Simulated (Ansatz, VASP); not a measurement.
# MgI2 in VASP and in Ansatz

```xyz
3
Lattice="4.2076 0.0000 0.0000 -2.1038 3.6439 0.0000 0.0000 0.0000 7.8739" Properties=species:S:1:pos:R:3 pbc="T T T"
Mg    0.0000    0.0000    0.0000
I     0.0000    2.4293    6.2011
I     2.1038    1.2146    1.6728
```

Alike in both runs: functional PBE; k mesh 6 × 6 × 4; occupations gaussian, width 0.02 eV; no spin polarisation.

Ansatz relaxed the structure, and its values are those at the end. VASP's run is a single point on that final structure, the one shown.

```csv
,VASP,Ansatz
version,VASP 6.6.1,Ansatz 0.2.0
potentials or method,"VASP PAW PBE potentials, release 64 (Mg, I), cutoff 520 eV","scalar-relativistic, plane waves, PAW"
valence electrons in the cell,16,44
```

Ansatz gave:

* gap on the k mesh at the Fermi level (eV): 3.63
* least direct gap on the mesh (eV): 3.73
* pressure (GPa): 0.0
* rms of the force components (eV/Å): 0.000

What did VASP give for the same quantities?

gap on the k mesh at the Fermi level (eV): 3.61; least direct gap on the mesh (eV): 3.71; pressure (GPa): 0.0; rms of the force components (eV/Å): 0.005.

VASP's potentials hold 16 valence electrons a cell and Ansatz's 44, so a difference there can come from the potentials and not from the codes.

Neither program's run includes spin-orbit coupling.
